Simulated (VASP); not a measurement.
Set up this calculation in VASP 6.6.1, as the native input.

* Task: single point
* Functional: revPBE
* Potentials or basis: VASP PAW PBE potentials, release 64 (Ta_pv)
* Cutoff: 520 eV
* k mesh: 14 × 14 × 7
* Occupations: fermi-dirac, width 0.1 eV
* Spin: no spin polarisation
* Dipole correction: no
* Further INCAR settings: ALGO = Normal; EDIFF = 1e-06; NBANDS = 18

The structure of Ta lies in POSCAR:

```
Ta
1.0
    2.9120805103      0.0000000000      0.0000000000
   -1.4560402552      2.5219356998      0.0000000000
    0.0000000000      0.0000000000      5.1686026250
Ta
2
Direct
    0.3333333333      0.6666666667      0.2500000000
    0.6666666667      0.3333333333      0.7500000000
```

These files were run (other wordings do the same):

INCAR

```
PREC = Accurate
ENCUT = 520
EDIFF = 1E-6
ISMEAR = -1
SIGMA = 0.1
LREAL = F
LASPH = T
NELM = 100
ALGO = Normal
ISIF = 2
LWAVE = F
LCHARG = F
GGA = RE
NBANDS = 18
```

KPOINTS

```
regular mesh
0
Gamma
  14 14 7
```

Potentials or basis: VASP PAW PBE potentials, release 64 (Ta_pv).

Run with:

```console
$ cat potpaw_PBE.64/Ta_pv/POTCAR > POTCAR
$ mpirun -np 1 vasp_std > vasp.out
```

Results of the run:

```yaml
Pressure: 0.2 GPa
Band_gap_on_the_k_mesh: zero (band 11 reaches 6.63 eV, above the bottom of band 12 at 4.95 eV)
```

Caveat: the PAW data sets were made with another functional, which shifts forces and pressure a little; spin-orbit coupling is left out, which moves the levels of the heavy elements.

It took 36 s on 1 thread of Intel(R) Xeon(R) Platinum 8259CL CPU @ 2.50GHz (Skylake/Cascade Lake), on a shared host, peak memory 0.19 GiB.
